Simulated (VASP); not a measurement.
SnTe:

```
CELL_PARAMETERS angstrom
0.00000 3.63506 3.63506
3.63506 0.00000 3.63506
3.63506 3.63506 0.00000
ATOMIC_POSITIONS crystal
Te 0.25000 0.25000 0.25000
Sn 0.00000 0.00000 0.00000
```

Base run:

| Property | Result |
| --- | --- |
| Program | VASP 6.6.1 |
| Functional | r2SCAN |
| Potentials or basis | VASP PAW PBE potentials, release 64 (Te, Sn_d) |
| Cutoff | 520 eV |
| k mesh | 7 × 7 × 7 |
| Occupations | fermi-dirac, width 0.05 eV |
| Spin | no spin polarisation |

Its results: band gap on the k mesh 0.45 eV (least direct gap 0.95 eV); pressure -1.1 GPa.

The run is repeated on the same cell with these changes: functional from r2SCAN to PBEsol. What comes out?

Band gap on the k mesh 0.33 eV (least direct gap 0.81 eV); pressure -1.8 GPa.

Caveats: the PAW data sets were made with another functional, which shifts forces and pressure a little; spin-orbit coupling is left out, which moves the levels of the heavy elements; an odd mesh through Γ misses points on the zone boundary, where band edges can lie.
